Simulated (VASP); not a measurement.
# Ta (Im-3m) in VASP: density of states with PBEsol

Aim: the density of states of Ta with PBEsol.

Everything below comes from runs of VASP 6.6.1. Logs are shortened: lines on timing, memory, paths and dates and some standing lists are left out, and cuts for length are marked.

### 1 The cell of the first run

It takes space group Im-3m (No. 229, cubic). Conventional cell: a = 3.280 Å, b = 3.280 Å, c = 3.280 Å, α = 90.00°, β = 90.00°, γ = 90.00°. Within 3.7 Å of Ta (site symmetry m-3m) lie 14 Ta at 2.84 to 3.28 Å.

### 2 Density of states, PBEsol

POSCAR reads:

```
Ta
1.0
   -1.6401385805      1.6401385805      1.6401385805
    1.6401385805     -1.6401385805      1.6401385805
    1.6401385805      1.6401385805     -1.6401385805
Ta
1
Direct
    0.0000000000      0.0000000000      0.0000000000
```

INCAR.step1 reads:

```
PREC = Accurate ; ENCUT = 520
EDIFF = 1E-6 ; ISMEAR = 0
SIGMA = 0.05 ; LREAL = False
LASPH = True ; NELM = 100
ALGO = Normal ; ISIF = 2
LWAVE = False ; LCHARG = True
LMAXMIX = 4 ; GGA = PS
NBANDS = 12
```

KPOINTS.step1 reads:

```
regular mesh
0
Gamma
  18 18 18
```

INCAR.step2 reads:

```
PREC = Accurate ; ENCUT = 520
EDIFF = 1E-6 ; ISMEAR = -5
SIGMA = 0.05 ; LREAL = False
LASPH = True ; NELM = 100
ALGO = Normal ; ISIF = 2
LWAVE = False ; LCHARG = False
LMAXMIX = 4 ; GGA = PS
LORBIT = 10 ; NEDOS = 1001
ICHARG = 11
```

KPOINTS.step2 reads:

```
regular mesh
0
Gamma
  27 27 27
```

Potentials or basis: VASP PAW PBE potentials, release 64 (Ta_pv).

Started as:

```
$ cat potpaw_PBE.64/Ta_pv/POTCAR > POTCAR
$ cp INCAR.step1 INCAR
$ cp KPOINTS.step1 KPOINTS
$ mpirun -np 1 vasp_std > vasp.out
$ cp INCAR.step2 INCAR
$ cp KPOINTS.step2 KPOINTS
$ mpirun -np 1 vasp_std > vasp.out
```

OUTCAR:

```text
PREC = Accurate
   ENCUT = 520
   EDIFF = 1E-6
   ISMEAR = -5
   LREAL = False
   LASPH = True
   NELM = 100
   ISIF = 2
   GGA = PS
   LORBIT = 10
   ICHARG = 11

 ion  position               nearest neighbor table
   1  0.000  0.000  0.000-

  LATTYP: Found a body centered cubic cell.
 ALAT       =     3.2802771610

  Lattice vectors:

 A1 = (  -1.6401385805,   1.6401385805,   1.6401385805)
 A2 = (   1.6401385805,  -1.6401385805,   1.6401385805)
 A3 = (   1.6401385805,   1.6401385805,  -1.6401385805)

Analysis of symmetry for initial positions (statically):
=====================================================================
 Subroutine PRICEL returns:
 Original cell was already a primitive cell.

 Routine SETGRP: Setting up the symmetry group for a
 body centered cubic supercell.

 Subroutine GETGRP returns: Found 48 space group operations
 (whereof 48 operations were pure point group operations)
 out of a pool of 48 trial point group operations.

The static configuration has the point symmetry O_h .

Analysis of symmetry for dynamics (positions and initial velocities):
=====================================================================
 Subroutine PRICEL returns:
 Original cell was already a primitive cell.

 Routine SETGRP: Setting up the symmetry group for a
 body centered cubic supercell.

 Subroutine GETGRP returns: Found 48 space group operations
 (whereof 48 operations were pure point group operations)
 out of a pool of 48 trial point group operations.

The dynamic configuration has the point symmetry O_h .

 Subroutine INISYM returns: Found 48 space group operations
 (whereof 48 operations are pure point group operations),
 and found     1 'primitive' translations

----------------------------------------------------------------------------------------

                                     Primitive cell

  volume of cell :      17.6482

  direct lattice vectors                    reciprocal lattice vectors
    -1.640138580  1.640138580  1.640138580     0.000000000  0.304852289  0.304852289
     1.640138580 -1.640138580  1.640138580     0.304852289  0.000000000  0.304852289
     1.640138580  1.640138580 -1.640138580     0.304852289  0.304852289  0.000000000

  length of vectors
     2.840803353  2.840803353  2.840803353     0.431126241  0.431126241  0.431126241

  position of ions in fractional coordinates (direct lattice)
     0.000000000  0.000000000  0.000000000

  ion indices of the primitive-cell ions
   primitive index   ion index
                 1           1

----------------------------------------------------------------------------------------

 KPOINTS: regular mesh

Automatic generation of k-mesh.
 Grid dimensions read from file:
 generate k-points for:   27   27   27

 Generating k-lattice:

  Cartesian coordinates                     Fractional coordinates (reciprocal lattice)
     0.000000000  0.011290826  0.011290826     0.037037037  0.000000000  0.000000000
     0.011290826  0.000000000  0.011290826     0.000000000  0.037037037  0.000000000
     0.011290826  0.011290826  0.000000000     0.000000000  0.000000000  0.037037037

  Length of vectors
     0.015967639  0.015967639  0.015967639

  Shift w.r.t. Gamma in fractional coordinates (k-lattice)
     0.000000000  0.000000000  0.000000000

 TETIRR: Found  23679 inequivalent tetrahedra from   118098

 Subroutine IBZKPT returns following result:
 ===========================================

 Found    560 irreducible k-points:

 Following reciprocal coordinates:
            Coordinates               Weight
  0.000000  0.000000  0.000000      1.000000
  0.037037  0.000000  0.000000     12.000000
  0.074074  0.000000  0.000000     12.000000
  0.111111  0.000000  0.000000     12.000000
  0.148148  0.000000  0.000000     12.000000
  0.185185  0.000000  0.000000     12.000000
[... 16 lines left out ...]
  0.333333  0.037037  0.000000     48.000000
  0.370370  0.037037  0.000000     48.000000
 [... further k-points ...]
   k-points           NKPTS =    560   k-points in BZ     NKDIM =    560   number of bands    NBANDS=      9
   number of dos      NEDOS =   1001   number of ions     NIONS =      1
   total plane-waves  NPLWV =  13824
   dimension x,y,z NGX =    24 NGY =   24 NGZ =   24
   dimension x,y,z NGXF=    48 NGYF=   48 NGZF=   48
   ions per type =               1
   NGX,Y,Z   is equivalent  to a cutoff of  14.04, 14.04, 14.04 a.u.
   NGXF,Y,Z  is equivalent  to a cutoff of  28.09, 28.09, 28.09 a.u.
 SYSTEM =  unknown system
   PREC   = accura    normal or accurate (medium, high low for compatibility)
   ISTART =      0    job   : 0-new  1-cont  2-samecut
   ICHARG =     11    charge: 1-file 2-atom 10-const
   ISPIN  =      1    spin polarized calculation?
   LNONCOLLINEAR =      F non collinear calculations
   LSORBIT =      F    spin-orbit coupling
   LASPH  =      T    aspherical Exc in radial PAW
   ENCUT  =  520.0 eV  38.22 Ry    6.18 a.u.   5.28  5.28  5.28*2*pi/ulx,y,z
   NELM   =    100;   NELMIN=  2; NELMDL=  0     # of ELM steps
   EDIFF  = 0.1E-05   stopping-criterion for ELM
   LREAL  =      F    real-space projection
   EDIFFG = 0.1E-04   stopping-criterion for IOM
   NSW    =      0    number of steps for IOM
   IBRION =     -1    ionic relax: 0-MD 1-quasi-New 2-CG
   NFREE  =      0    steps in history (QN), initial steepest desc. (CG)
   ISIF   =      2    stress and relaxation
   ISYM   =      2    0-nonsym 1-usesym 2-fastsym
   POTIM  = 0.5000    time-step for ionic-motion
   TEBEG  =    0.0;   TEEND  =   0.0 temperature during run
   PSTRESS=    0.0 pullay stress
   NELECT =      11.0000    total number of electrons
   NUPDOWN=      -1.0000    fix difference up-down
   EMIN   =  10.00;   EMAX   =-10.00  energy-range for DOS
   EFERMI =   0.00;   METHOD = LEGACY
   ISMEAR =    -5;   SIGMA  =   0.05  broadening in eV -4-tet -1-fermi 0-gaus
   EFERMI_NEDOS =   21; number of points for ismear=-14 and -15
   IALGO  =     38    algorithm
   IMIX   =      4    mixing-type and parameters
     AMIX     =   0.40;   BMIX     =  1.00
     AMIX_MAG =   1.60;   BMIX_MAG =  1.00
  volume/ion in A,a.u.               =      17.65       119.10
  Fermi-wavevector in a.u.,A,eV,Ry     =   1.398423  2.642636 26.607370  1.955587
  Thomas-Fermi vector in A             =   2.521582
   LORBIT       =     10    0 simple, 1 ext, 2 COOP (PROOUT), +10 PAW based schemes
   GGA     = PS    functional components
   LHFCALC =     F    Hartree Fock is set to
   AEXX    =    0.0000 exact exchange contribution
   IVDW    =     0    specifies the selected vdW correction
   LEPSILON=     F    determine dielectric tensor
   LRPA    =     F    only Hartree local field effects (RPA)
 non-spin polarized calculation
 Fermi weights with tetrahedron method with Bloechl corrections
  energy-cutoff  :      520.00
  volume of cell :       17.65
 maximum number of plane-waves:       486
 NGX is ok and might be reduce to    24

 number of electron      11.0000002 magnetization

 Free energy of the ion-electron system (eV)
  ---------------------------------------------------
  ext. energy  EPLUGINS =         0.00000000
  ---------------------------------------------------
  free energy    TOTEN  =       -12.55109588 eV

  energy without entropy =      -12.55109588  energy(sigma->0) =      -12.55109588

 E-fermi :   5.4685     XC(G=0): -12.8326

 val. band max:        5.4897341005   @ k =  -0.3704  -0.4815   0.0370
 cond. band min:       5.4799533688   @ k =   0.1111   0.0741   0.0370
 fundamental gap:     -0.0097807317
 Fermi energy:         5.4684717330

 k-point     1 :       0.0000    0.0000    0.0000
  band No.  band energies     occupation
      1     -27.4548      2.00000
      2     -27.4548      2.00000
      3     -27.4548      2.00000
      4      -2.5216      2.00000
      5       6.2072      0.00000
      6       6.2072      0.00000
      7       6.2072      0.00000
      8       9.5500      0.00000
      9       9.5500      0.00000

 k-point     2 :       0.0370    0.0000    0.0000
  band No.  band energies     occupation
      1     -27.4735      2.00000
      2     -27.4605      2.00000
      3     -27.4549      2.00000
      4      -2.4580      2.00000
      5       6.1653      0.00000
      6       6.1965      0.00000
      7       6.2693      0.00000
      8       9.4778      0.00000
      9       9.5498      0.00000

 k-point     3 :       0.0741    0.0000    0.0000
  band No.  band energies     occupation
      1     -27.5282      2.00000
      2     -27.4772      2.00000
      3     -27.4552      2.00000
      4      -2.2701      2.00000
      5       6.0442      0.00000
      6       6.1573      0.00000
      7       6.4545      0.00000
      8       9.2928      0.00000
      9       9.5507      0.00000

 k-point     4 :       0.1111    0.0000    0.0000
  band No.  band energies     occupation
      1     -27.6152      2.00000
      2     -27.5040      2.00000
      3     -27.4558      2.00000
      4      -1.9671      2.00000
      5       5.8573      0.00000
      6       6.0716      0.00000
      7       6.7604      0.00000
      8       9.0726      0.00000
      9       9.5576      0.00000
[... 205 lines left out ...]
 k-point    22 :       0.2963    0.0370    0.0000
  band No.  band energies     occupation
      1     -28.3600      2.00000
      2     -27.7439      2.00000
      3     -27.4679      2.00000
      4       0.6097      2.00000
      5       4.4605      2.00000
      6       5.3454      1.97643
      7       9.1698      0.00000
      8      10.0125      0.00000
      9      10.3621      0.00000

 k-point    23 :       0.3333    0.0370    0.0000
  band No.  band energies     occupation
      1     -28.4789      2.00000
      2     -27.7850      2.00000
      3     -27.4689      2.00000
      4       0.8670      2.00000
      5       4.2599      2.00000
      6       5.6109      0.10851
      7       9.3406      0.00000
      8      10.1440      0.00000
      9      11.2174      0.00000

 k-point    24 :       0.3704    0.0370    0.0000
  band No.  band energies     occupation
      1     -28.5773      2.00000
      2     -27.8193      2.00000
      3     -27.4697      2.00000
      4       0.9973      2.00000
      5       4.0981      2.00000
      6       6.0372     -0.01467
      7       9.4578      0.00000
      8      10.2805      0.00000
      9      12.0575      0.00000

 [... further k-points ...]

------------------------ aborting loop because EDIFF is reached ----------------------------------------

  FORCE on cell =-STRESS in cart. coord.  units (eV):
  Direction    XX          YY          ZZ          XY          YZ          ZX
  --------------------------------------------------------------------------------------
  -------------------------------------------------------------------------------------
  Total        0.0229077      0.0229077      0.0229077     -0.0000000     -0.0000000     -0.0000000
  in kB        2.0796541      2.0796541      2.0796541     -0.0000000     -0.0000000     -0.0000000
  external PRESSURE =       2.0796541 kB  Pullay stress =       0.0000000 kB

 VOLUME and BASIS-vectors are now :
 -----------------------------------------------------------------------------
  energy-cutoff  :      520.00
  volume of cell :       17.65
      direct lattice vectors                 reciprocal lattice vectors
    -1.640138580  1.640138580  1.640138580     0.000000000  0.304852289  0.304852289
     1.640138580 -1.640138580  1.640138580     0.304852289  0.000000000  0.304852289
     1.640138580  1.640138580 -1.640138580     0.304852289  0.304852289  0.000000000

 POSITION                                       TOTAL-FORCE (eV/Angst)
 -----------------------------------------------------------------------------------
      0.00000      0.00000      0.00000         0.000000      0.000000      0.000000
 -----------------------------------------------------------------------------------
    total drift:                               -0.000000     -0.000000      0.000000

  FREE ENERGIE OF THE ION-ELECTRON SYSTEM (eV)
  ---------------------------------------------------
  free  energy   TOTEN  =       -12.5510958828 eV

  energy  without entropy=      -12.5510958828  energy(sigma->0) =      -12.55109588

 total charge

# of ion       s       p       d       tot
------------------------------------------
    1        0.375   6.174   2.424   8.973
```

Run time: 55 s. Hardware: 1 thread of AMD EPYC 9R45 (Zen 5), shared host; peak memory 0.21 GiB.

Results:

| Item | Value |
| --- | --- |
| Valence electrons inside the program's atomic spheres | Ta 8.97 |

Caveat: the PAW data sets were made with another functional, which shifts forces and pressure a little; spin-orbit coupling is left out, which moves the levels of the heavy elements; tetrahedron occupations give inexact forces and stress in metals.
